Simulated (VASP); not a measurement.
GaH2, 3 atoms in the cell. The structure is hexagonal, space group P6/mmm (No. 191). The conventional cell has a = 3.100 Å, b = 3.100 Å, c = 3.347 Å, α = 90.00°, β = 90.00°, γ = 120.00°. Within 3.2 Å of Ga (site symmetry 6/mmm) lie 12 H at 2.45 Å and 6 Ga at 3.10 Å. H (site symmetry -6m2) has 3 H at 1.79 Å and 6 Ga at 2.45 Å within 2.5 Å. 

```yaml
Program: VASP 6.6.1
Task: relaxation of cell and atoms
Functional: PBE
Potentials_or_basis: VASP PAW PBE potentials, release 64 (Ga_d, H)
Cutoff: 600 eV
k_mesh: 18 × 18 × 14
Occupations: gaussian, width 0.1 eV
Spin: no spin polarisation
Dipole_correction: no
Further_INCAR_settings: ALGO = Fast; EDIFF = 1e-07; IBRION = 2; EDIFFG = -0.01; NSW = 100; ISIF = 3
```

Potentials or basis: VASP PAW PBE potentials, release 64 (Ga_d, H).

The run is started by

```bash
$ cat potpaw_PBE.64/Ga_d/POTCAR potpaw_PBE.64/H/POTCAR > POTCAR
$ mpirun -np 1 vasp_std > vasp.out
```

Hardware: 1 thread of Oxide Virtual Turin-like Processor (shared host).

Q: Estimate the wall time of this run.

A: Wall time 7.4 min on 1 thread of Oxide Virtual Turin-like Processor, with other jobs on the host, peak memory 0.24 GiB. Counts: scf iterations 40, k points 296, ion steps 4.
